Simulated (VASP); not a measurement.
# Ni (Im-3m) in VASP: a series of runs

Runs on Ni. Level: r2SCAN+D3(BJ). Tasks: single point, relaxation of cell and atoms.

Everything below comes from runs of VASP 6.6.1. Logs are shortened: lines on timing, memory, paths and dates and some standing lists are left out, and cuts for length are marked.

## Step 1: The cell of the first run

It takes space group Im-3m (No. 229, cubic). The conventional cell has a = 2.745 Å, b = 2.745 Å, c = 2.745 Å, α = 90.00°, β = 90.00°, γ = 90.00°. Ni (site symmetry m-3m) has 14 Ni at 2.38 to 2.75 Å within 3.1 Å.

This isn't the form of Ni at room conditions, which is fcc.

## Step 2: Single point, r2SCAN+D3(BJ), collinear spin, ferromagnetic start

POSCAR reads:

```
Ni
1.0
    2.3773656590     -0.0000000132     -0.0000000228
   -0.7924552073      2.2414018428     -0.0000000228
   -0.7924552073     -1.1207008885      1.9411109550
Ni
1
Direct
    0.0000000000      0.0000000000      0.0000000000
```

INCAR.step1 reads:

```
ALGO = Normal
EDIFF = 1E-4
ENCUT = 520
GGA = PE
ISMEAR = -1
ISPIN = 2
LASPH = T
LCHARG = F
LMAXMIX = 4
LREAL = F
LWAVE = T
MAGMOM = 1
NBANDS = 15
NELM = 150
PREC = Accurate
SIGMA = 0.1
```

INCAR.step2 reads:

```
ALGO = Normal
EDIFF = 1E-7
ENCUT = 520
ISIF = 2
ISMEAR = -1
ISPIN = 2
ISTART = 1
IVDW = 12
LASPH = T
LCHARG = F
LMAXMIX = 4
LMIXTAU = T
LORBIT = 11
LREAL = F
LWAVE = F
MAGMOM = 1
METAGGA = R2SCAN
NBANDS = 15
NELM = 150
PREC = Accurate
SIGMA = 0.1
VDW_A1 = 0.49484001
VDW_A2 = 5.73083694
VDW_S6 = 1.0
VDW_S8 = 0.78981345
```

KPOINTS reads:

```
k-points
0
Gamma
  17 17 17
```

Potentials or basis: VASP PAW PBE potentials, release 64 (Ni).

The run is started by

```bash
$ cat potpaw_PBE.64/Ni/POTCAR > POTCAR
$ cp INCAR.step1 INCAR
$ mpirun -np 1 vasp_std > vasp.out
$ cp INCAR.step2 INCAR
$ mpirun -np 1 vasp_std > vasp.out
```

OUTCAR:

```text
EDIFF = 1E-7
   ENCUT = 520
   ISIF = 2
   ISMEAR = -1
   ISPIN = 2
   ISTART = 1
   IVDW = 12
   LASPH = T
   LORBIT = 11
   LREAL = F
   METAGGA = R2SCAN
   NELM = 150
   PREC = Accurate
 IVDW          = 12

 ion  position               nearest neighbor table
   1  0.000  0.000  0.000-

  LATTYP: Found a body centered cubic cell.
 ALAT       =     2.7451454064

  Lattice vectors:

 A1 = (   2.3773656590,  -0.0000000132,  -0.0000000228)
 A2 = (  -0.7924552073,   2.2414018428,  -0.0000000228)
 A3 = (  -0.7924552073,  -1.1207008885,   1.9411109550)

Analysis of symmetry for initial positions (statically):
=====================================================================
 Subroutine PRICEL returns:
 Original cell was already a primitive cell.

 Routine SETGRP: Setting up the symmetry group for a
 body centered cubic supercell.

 Subroutine GETGRP returns: Found 48 space group operations
 (whereof 48 operations were pure point group operations)
 out of a pool of 48 trial point group operations.

The static configuration has the point symmetry O_h .

Analysis of symmetry for dynamics (positions and initial velocities):
=====================================================================
 Subroutine PRICEL returns:
 Original cell was already a primitive cell.

 Routine SETGRP: Setting up the symmetry group for a
 body centered cubic supercell.

 Subroutine GETGRP returns: Found 48 space group operations
 (whereof 48 operations were pure point group operations)
 out of a pool of 48 trial point group operations.

The dynamic configuration has the point symmetry O_h .

Analysis of structural, dynamic, and magnetic symmetry:
=====================================================================
 Subroutine PRICEL returns:
 Original cell was already a primitive cell.

 Routine SETGRP: Setting up the symmetry group for a
 body centered cubic supercell.

 Subroutine GETGRP returns: Found 48 space group operations
 (whereof 48 operations were pure point group operations)
 out of a pool of 48 trial point group operations.

The overall configuration has the point symmetry O_h .

 Subroutine INISYM returns: Found 48 space group operations
 (whereof 48 operations are pure point group operations),
 and found     1 'primitive' translations

----------------------------------------------------------------------------------------

                                     Primitive cell

  volume of cell :      10.3435

  direct lattice vectors                    reciprocal lattice vectors
     2.377365659 -0.000000013 -0.000000023     0.420633656  0.148716455  0.257584448
    -0.792455207  2.241401843 -0.000000023     0.000000005  0.446149365  0.257584448
[... 127 lines left out ...]
  free energy    TOTEN  =       -11.84632071 eV

  energy without entropy =      -11.80454434  energy(sigma->0) =      -11.82543253

 E-fermi :   9.8538     XC(G=0): -14.7123

 val. band max:        9.8528852636   @ k =  -0.2941   0.4706   0.0588
 cond. band min:       9.8603368634   @ k =   0.4706  -0.0000  -0.0000
 fundamental gap:      0.0074515998
 Fermi energy:         9.8538277728

 spin component 1

 k-point     1 :       0.0000    0.0000    0.0000
  band No.  band energies     occupation
      1       0.2603      1.00000
      2       7.0725      1.00000
      3       7.0728      1.00000
      4       7.0728      1.00000
      5       8.6459      0.99999
      6       8.6459      0.99999
      7      37.8609      0.00000
      8      37.8611      0.00000
      9      37.8611      0.00000
     10      43.2409      0.00000
     11      43.2409      0.00000
     12      45.0063      0.00000
     13      45.0066      0.00000
     14      45.0066      0.00000
[... 403 lines left out ...]
      4       8.2968      1.00000
      5       8.7419      0.99999
      6       9.0847      0.99954
      7      26.0755      0.00000
      8      27.1019      0.00000
      9      33.2023      0.00000
     10      38.2162      0.00000
     11      41.8563      0.00000
     12      45.7459      0.00000
     13      48.7953      0.00000
     14      52.2606      0.00000
     15      52.8487      0.00000

 [... further k-points ...]

 spin component 2

 k-point     1 :       0.0000    0.0000    0.0000
  band No.  band energies     occupation
      1       0.0828      1.00000
      2       8.1826      1.00000
      3       8.1826      1.00000
      4       8.1828      1.00000
      5       9.3247      0.99499
      6       9.3247      0.99499
      7      37.8376      0.00000
      8      37.8376      0.00000
      9      37.8377      0.00000
     10      43.2409      0.00000
     11      43.2409      0.00000
     12      45.4094      0.00000
     13      45.4094      0.00000
     14      45.4094      0.00000
[... 403 lines left out ...]
      4       9.0873      0.99953
      5       9.5410      0.95805
      6      10.1141      0.06899
      7      26.2282      0.00000
      8      27.3025      0.00000
      9      33.4039      0.00000
     10      38.2909      0.00000
     11      42.0531      0.00000
     12      45.9580      0.00000
     13      49.1847      0.00000
     14      52.4730      0.00000
     15      54.6022      0.00000

 [... further k-points ...]

------------------------ aborting loop because EDIFF is reached ----------------------------------------

 Edisp (eV)   -0.22852

 E8    (eV) :    -0.0771

  FORCE on cell =-STRESS in cart. coord.  units (eV):
  Direction    XX          YY          ZZ          XY          YZ          ZX
  --------------------------------------------------------------------------------------
  -------------------------------------------------------------------------------------
  Total       0.15580     0.15580     0.15580    -0.00000    -0.00000    -0.00000
  in kB      24.13345    24.13345    24.13345    -0.00000    -0.00000    -0.00000
  external pressure =       24.13 kB  Pullay stress =        0.00 kB

 VOLUME and BASIS-vectors are now :
 -----------------------------------------------------------------------------
  energy-cutoff  :      520.00
  volume of cell :       10.34
      direct lattice vectors                 reciprocal lattice vectors
     2.377365659 -0.000000013 -0.000000023     0.420633656  0.148716455  0.257584448
    -0.792455207  2.241401843 -0.000000023     0.000000005  0.446149365  0.257584448
    -0.792455207 -1.120700889  1.941110955     0.000000005  0.000000007  0.515168908

 POSITION                                       TOTAL-FORCE (eV/Angst)
 -----------------------------------------------------------------------------------
      0.00000      0.00000      0.00000         0.000000      0.000000      0.000000
 -----------------------------------------------------------------------------------
    total drift:                                0.000000      0.000000      0.000000

  FREE ENERGIE OF THE ION-ELECTRON SYSTEM (eV)
  ---------------------------------------------------
  free  energy   TOTEN  =       -12.0748405479 eV

  energy  without entropy=      -12.0330641799  energy(sigma->0) =      -12.05395236

 total charge

# of ion       s       p       d       tot
------------------------------------------
    1        0.528   0.551   8.367   9.445

 magnetization (x)

# of ion       s       p       d       tot
------------------------------------------
    1       -0.007  -0.030   0.681   0.645
```

OUTCAR.step1:

```text
EDIFF = 1E-4
   ENCUT = 520
   GGA = PE
   ISMEAR = -1
   ISPIN = 2
   LASPH = T
[... 1099 lines left out ...]

 POSITION                                       TOTAL-FORCE (eV/Angst)
 -----------------------------------------------------------------------------------
      0.00000      0.00000      0.00000         0.000000      0.000000      0.000000
 -----------------------------------------------------------------------------------
    total drift:                                0.000000      0.000000      0.000000

  FREE ENERGIE OF THE ION-ELECTRON SYSTEM (eV)
  ---------------------------------------------------
  free  energy   TOTEN  =        -5.3780753323 eV

  energy  without entropy=       -5.3204700131  energy(sigma->0) =       -5.34927267
```

Wall time 2.1 min (1 thread of Intel Xeon Platinum 8488C (Sapphire Rapids), shared host); peak memory 0.17 GiB.

Results:

* Free energy: -12.0748 eV
* Pressure: 2.4 GPa
* Net moment: 0.63 μB per cell
* Site moments: Ni +0.65 μB
* Valence electrons inside the program's atomic spheres: Ni 9.45
* Dispersion energy per atom: -0.229 eV

Caveat: the PAW data sets were made with another functional, which shifts forces and pressure a little.

## Step 3: Single point, r2SCAN+D3(BJ), collinear spin, ferromagnetic start

This run uses another cell than the first one, of 10.43 Å³/atom.

POSCAR reads:

```
Ni
1.0
    2.3843324976     -0.0000000132     -0.0000000229
   -0.7947774868      2.2479702413     -0.0000000229
   -0.7947774868     -1.1239850876      1.9467993549
Ni
1
Direct
    0.0000000000      0.0000000000      0.0000000000
```

INCAR.step1 reads:

```
  PREC = Accurate
  ENCUT = 520
  ISMEAR = -1
  SIGMA = 0.1
  LREAL = False
  LASPH = True
  NELM = 150
  ISPIN = 2
  MAGMOM = 1
  LMAXMIX = 4
  NBANDS = 15
  GGA = PE
  ALGO = Normal
  EDIFF = 1E-4
  LWAVE = True
  LCHARG = False
```

INCAR.step2 reads:

```
  PREC = Accurate
  ENCUT = 520
  EDIFF = 1E-6
  ISMEAR = -1
  SIGMA = 0.1
  LREAL = False
  LASPH = True
  NELM = 150
  ALGO = Normal
  ISIF = 2
  LWAVE = False
  LCHARG = False
  ISPIN = 2
  MAGMOM = 1
  LORBIT = 11
  LMAXMIX = 4
  METAGGA = R2SCAN
  LMIXTAU = True
  IVDW = 12
  VDW_S6 = 1.0
  VDW_S8 = 0.78981345
  VDW_A1 = 0.49484001
  VDW_A2 = 5.73083694
  NBANDS = 15
  ISTART = 1
```

KPOINTS reads:

```
regular mesh
0
Gamma
  17 17 17
```

Potentials or basis: VASP PAW PBE potentials, release 64 (Ni).

The run is started by

```bash
$ cat potpaw_PBE.64/Ni/POTCAR > POTCAR
$ cp INCAR.step1 INCAR
$ mpirun -np 1 vasp_std > vasp.out
$ cp INCAR.step2 INCAR
$ mpirun -np 1 vasp_std > vasp.out
```

Wall time 2 min (1 thread of Intel Xeon Platinum 8488C (Sapphire Rapids), shared host); peak memory 0.16 GiB.

It converged, with:

```yaml
Free_energy: -12.0756 eV
Pressure: 0.4 GPa
Net_moment: 0.64 μB per cell
Site_moments: Ni +0.65 μB
Valence_electrons_inside_the_program's_atomic_spheres: Ni 9.43
Dispersion_energy_per_atom: -0.227 eV
```

Levels at points of the mesh, in eV from the Fermi level:
Spin up:
| k point | band 1 | band 2 | band 3 | band 4 | band 5 | band 6 | band 7 | band 8 | band 9 | band 10 |
| --- | --- | --- | --- | --- | --- | --- | --- | --- | --- | --- |
| (0.00, 0.00, 0.00) | -9.53 | -2.76 | -2.76 | -2.76 | -1.21 | -1.21 | 27.91 | 27.91 | 27.91 | 33.22 |
Spin down:
```tsv
k point	band 3	band 4	band 5	band 6	band 7	band 8
(0.00, 0.00, 0.00)	-1.65	-1.65	-0.52	-0.52	27.88	27.88
```

Caveat: the PAW data sets were made with another functional, which shifts forces and pressure a little.

(Continued in part 2 of 2.)
